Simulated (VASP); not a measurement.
Here is a VASP 6.6.1 calculation.

File INCAR:

```
PREC     = Accurate       # precision mode
ENCUT    = 520            # plane-wave cutoff, eV
EDIFF    = 1E-6           # SCF threshold, eV
ISMEAR   = 0              # smearing method
SIGMA    = 0.05           # smearing width, eV
LREAL    = False          # projectors in reciprocal space
LASPH    = True           # aspherical terms in the spheres
NELM     = 100            # most SCF steps
ALGO     = Normal         # electronic algorithm
ISIF     = 2              # what is computed and relaxed
LWAVE    = False          # write WAVECAR
LCHARG   = False          # write CHGCAR
GGA      = PS             # functional
NBANDS   = 16             # bands
```

The input KPOINTS:

```
Automatic mesh
0
Gamma
  10 10 10
```

POSCAR

```
CdSe
1.0
    0.0000000000      3.2213569737      3.2213569737
    3.2213569737      0.0000000000      3.2213569737
    2.9773928722      2.9773928722      0.2439641015
Cd Se
1 1
Direct
    0.0000000000      0.0000000000      0.0000000000
    0.7500000000      0.7500000000      0.7500000000
```

Potentials or basis: VASP PAW PBE potentials, release 64 (Cd, Se).

Command:

```bash
$ cat potpaw_PBE.64/Cd/POTCAR potpaw_PBE.64/Se/POTCAR > POTCAR
$ mpirun -np 1 vasp_std > vasp.out
```

(1) Predict the largest force.

(2) Estimate the band gap on the k mesh.

Answers

(1) 1.072 eV/Å.

(2) 0.51 eV (least direct gap 0.60 eV).

Caveat: the PAW data sets were made with another functional, which shifts forces and pressure a little.
